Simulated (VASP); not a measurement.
# RbH2 (P6_3/mmc) in VASP: single point with PBE

Aim: the single point of RbH2 with PBE.

Everything below comes from runs of VASP 6.6.1. Logs are shortened: lines on timing, memory, paths and dates and some standing lists are left out, and cuts for length are marked.

### Step 1. The cell of the first run

The structure is hexagonal, space group P6_3/mmc (No. 194). The conventional cell has a = 5.435 Å, b = 5.435 Å, c = 9.100 Å, α = 90.00°, β = 90.00°, γ = 120.00°. Rb (site symmetry -6m2) has 8 H at 3.16 to 4.17 Å within 4.2 Å. Within 1.0 Å of H (site symmetry 3m) lie 1 H at 0.76 Å.

### Step 2. Single point, PBE

Input file INCAR:

```
PREC     = Accurate       # precision mode
ENCUT    = 520            # plane-wave cutoff, eV
EDIFF    = 1E-6           # SCF threshold, eV
ISMEAR   = 0              # smearing method
SIGMA    = 0.1            # smearing width, eV
LREAL    = F              # projectors in reciprocal space
LASPH    = T              # aspherical terms in the spheres
NELM     = 60             # most SCF steps
ALGO     = Normal         # electronic algorithm
ISIF     = 2              # what is computed and relaxed
LWAVE    = F              # write WAVECAR
LCHARG   = F              # write CHGCAR
GGA      = PE             # functional
NBANDS   = 20             # bands
```

Input file KPOINTS:

```
Automatic mesh
0
Gamma
  12 12 4
```

Input file POSCAR:

```
RbH2
1.0
    5.4350696605      0.0000000000      0.0000000000
   -2.7175348303      4.7069083974      0.0000000000
    0.0000000000      0.0000000000      9.0996771437
Rb H
2 4
Direct
    0.3333333333      0.6666666667      0.2500000000
    0.6666666667      0.3333333333      0.7500000000
    0.3333333333      0.6666666667      0.7079883559
    0.6666666667      0.3333333333      0.2079883559
    0.3333333333      0.6666666667      0.7920116441
    0.6666666667      0.3333333333      0.2920116441
```

Potentials or basis: VASP PAW PBE potentials, release 64 (Rb_sv, H).

Command:

```sh
$ cat potpaw_PBE.64/Rb_sv/POTCAR potpaw_PBE.64/H/POTCAR > POTCAR
$ mpirun -np 1 vasp_std > vasp.out
```

OUTCAR:

```text
PREC = Accurate
   ENCUT = 520
   EDIFF = 1E-6
   ISMEAR = 0
   LREAL = F
   LASPH = T
   NELM = 60
   ISIF = 2
   GGA = PE

 ion  position               nearest neighbor table
   1  0.333  0.667  0.250-   4 3.16   6 3.16   4 3.16   6 3.16   4 3.16   6 3.16   2 5.53   2 5.53
                             2 5.53   2 5.53   2 5.53   2 5.53
   2  0.667  0.333  0.750-   3 3.16   5 3.16   3 3.16   5 3.16   3 3.16   5 3.16   1 5.53   1 5.53
                             1 5.53   1 5.53   1 5.53   1 5.53
   3  0.333  0.667  0.708-   5 0.76   2 3.16   2 3.16   2 3.16
   4  0.667  0.333  0.208-   6 0.76   1 3.16   1 3.16   1 3.16
   5  0.333  0.667  0.792-   3 0.76   2 3.16   2 3.16   2 3.16
   6  0.667  0.333  0.292-   4 0.76   1 3.16   1 3.16   1 3.16

  LATTYP: Found a hexagonal cell.
 ALAT       =     5.4350696605
 C/A-ratio  =     1.6742521646

  Lattice vectors:

 A1 = (   5.4350696605,   0.0000000000,   0.0000000000)
 A2 = (  -2.7175348303,   4.7069083974,   0.0000000000)
 A3 = (   0.0000000000,   0.0000000000,   9.0996771437)

Analysis of symmetry for initial positions (statically):
=====================================================================
 Subroutine PRICEL returns:
 Original cell was already a primitive cell.

 Routine SETGRP: Setting up the symmetry group for a
 hexagonal supercell.

 Subroutine GETGRP returns: Found 24 space group operations
 (whereof 12 operations were pure point group operations)
 out of a pool of 24 trial point group operations.

The static configuration has the point symmetry D_3d.
 The point group associated with its full space group is D_6h.

Analysis of symmetry for dynamics (positions and initial velocities):
=====================================================================
 Subroutine PRICEL returns:
 Original cell was already a primitive cell.

 Routine SETGRP: Setting up the symmetry group for a
 hexagonal supercell.

 Subroutine GETGRP returns: Found 24 space group operations
 (whereof 12 operations were pure point group operations)
 out of a pool of 24 trial point group operations.

The dynamic configuration has the point symmetry D_3d.
 The point group associated with its full space group is D_6h.

 Subroutine INISYM returns: Found 24 space group operations
 (whereof 12 operations are pure point group operations),
 and found     1 'primitive' translations

----------------------------------------------------------------------------------------

[... 103 lines left out ...]
   NSW    =      0    number of steps for IOM
   IBRION =     -1    ionic relax: 0-MD 1-quasi-New 2-CG
   NFREE  =      0    steps in history (QN), initial steepest desc. (CG)
   ISIF   =      2    stress and relaxation
   ISYM   =      2    0-nonsym 1-usesym 2-fastsym
   POTIM  = 0.5000    time-step for ionic-motion
   TEBEG  =    0.0;   TEEND  =   0.0 temperature during run
   PSTRESS=    0.0 pullay stress
   NELECT =      22.0000    total number of electrons
   NUPDOWN=      -1.0000    fix difference up-down
   EMIN   =  10.00;   EMAX   =-10.00  energy-range for DOS
   EFERMI =   0.00;   METHOD = LEGACY
   ISMEAR =     0;   SIGMA  =   0.10  broadening in eV -4-tet -1-fermi 0-gaus
   EFERMI_NEDOS =   21; number of points for ismear=-14 and -15
   IALGO  =     38    algorithm
   IMIX   =      4    mixing-type and parameters
     AMIX     =   0.40;   BMIX     =  1.00
     AMIX_MAG =   1.60;   BMIX_MAG =  1.00
  volume/ion in A,a.u.               =      38.80       261.83
  Fermi-wavevector in a.u.,A,eV,Ry     =   0.745693  1.409156  7.565631  0.556058
  Thomas-Fermi vector in A             =   1.841340
   LORBIT       =      0    0 simple, 1 ext, 2 COOP (PROOUT), +10 PAW based schemes
   GGA     = PE    functional components
   LHFCALC =     F    Hartree Fock is set to
   AEXX    =    0.0000 exact exchange contribution
   IVDW    =     0    specifies the selected vdW correction
   LEPSILON=     F    determine dielectric tensor
   LRPA    =     F    only Hartree local field effects (RPA)
 non-spin polarized calculation
 Gauss-broadening in eV      SIGMA  =   0.10
  energy-cutoff  :      520.00
  volume of cell :      232.79
 maximum number of plane-waves:      6298
   NGX = 21   NGY = 21   NGZ = 33

 number of electron      22.0000002 magnetization

 Free energy of the ion-electron system (eV)
  ---------------------------------------------------
  ext. energy  EPLUGINS =         0.00000000
  ---------------------------------------------------
  free energy    TOTEN  =       -14.74759340 eV

  energy without entropy =      -14.72515620  energy(sigma->0) =      -14.73637480

 E-fermi :  -0.1595     XC(G=0):  -5.3853

 val. band max:       -0.1766916430   @ k =   0.4167   0.0000   0.5000
 cond. band min:      -0.1547964894   @ k =   0.4167   0.0000   0.0000
 fundamental gap:      0.0218951536
 Fermi energy:        -0.1595210158

 k-point     1 :       0.0000    0.0000    0.0000
  band No.  band energies     occupation
      1     -29.2391      2.00000
      2     -29.2382      2.00000
      3     -13.3247      2.00000
      4     -13.3247      2.00000
      5     -13.3197      2.00000
      6     -13.3197      2.00000
[... 541 lines left out ...]
     19       3.5387      0.00000
     20       3.8944      0.00000

 [... further k-points ...]

------------------------ aborting loop because EDIFF is reached ----------------------------------------

  FORCE on cell =-STRESS in cart. coord.  units (eV):
  Direction    XX          YY          ZZ          XY          YZ          ZX
  --------------------------------------------------------------------------------------
  -------------------------------------------------------------------------------------
  Total       -0.0102489     -0.0102489     -0.0845255      0.0000000      0.0000000      0.0000000
  in kB       -0.0705374     -0.0705374     -0.5817436      0.0000000      0.0000000      0.0000000
  external PRESSURE =      -0.2409395 kB  Pullay stress =       0.0000000 kB

 VOLUME and BASIS-vectors are now :
 -----------------------------------------------------------------------------
  energy-cutoff  :      520.00
  volume of cell :      232.79
      direct lattice vectors                 reciprocal lattice vectors
     5.435069660  0.000000000  0.000000000     0.183990282  0.106226839  0.000000000
    -2.717534830  4.706908397  0.000000000     0.000000000  0.212453678  0.000000000
     0.000000000  0.000000000  9.099677144     0.000000000  0.000000000  0.109894009

 POSITION                                       TOTAL-FORCE (eV/Angst)
 -----------------------------------------------------------------------------------
     -0.00000      3.13794      2.27492         0.000000     -0.000000     -0.000000
      2.71753      1.56897      6.82476        -0.000000      0.000000     -0.000000
     -0.00000      3.13794      6.44247        -0.000000      0.000000      0.002862
      2.71753      1.56897      1.89263        -0.000000     -0.000000      0.002862
     -0.00000      3.13794      7.20705        -0.000000      0.000000     -0.002862
      2.71753      1.56897      2.65721        -0.000000     -0.000000     -0.002862
 -----------------------------------------------------------------------------------
    total drift:                                0.000000     -0.000000      0.000000

  FREE ENERGIE OF THE ION-ELECTRON SYSTEM (eV)
  ---------------------------------------------------
  free  energy   TOTEN  =       -14.7475934025 eV

  energy  without entropy=      -14.7251561968  energy(sigma->0) =      -14.73637480
```

Wall time 2 min (1 thread of Intel Xeon 6975P-C (Granite Rapids), shared host); peak memory 0.45 GiB.

What came out:

* Free energy: -14.7476 eV
* Pressure: 0.0 GPa
* Band gap on the k mesh: zero (bands 11 and 12 overlap by 1.12 eV)

Forces in eV/Å, atoms in the order of the input:
```
Rb   0.000  0.000  0.000
Rb   0.000  0.000  0.000
H    0.000  0.000  0.003
H    0.000  0.000  0.003
H    0.000  0.000 -0.003
H    0.000  0.000 -0.003
```

Levels at points of the mesh, in eV from the Fermi level:
```csv
k point,band 7,band 8,band 9,band 10,band 11,band 12,band 13,band 14,band 15,band 16
"(0.00, 0.00, 0.00)",-13.15,-13.11,-8.81,-8.76,-0.62,-0.21,1.73,2.76,2.76,2.93
"(0.50, 0.00, 0.00)",-13.13,-13.12,-8.68,-8.66,0.15,0.77,0.80,0.82,2.13,3.07
"(0.00, 0.00, 0.50)",-13.13,-13.13,-8.79,-8.79,-0.49,-0.49,2.16,2.16,2.78,2.78
"(0.50, 0.00, 0.50)",-13.13,-13.13,-8.67,-8.67,0.06,0.06,1.31,1.31,2.52,2.52
```
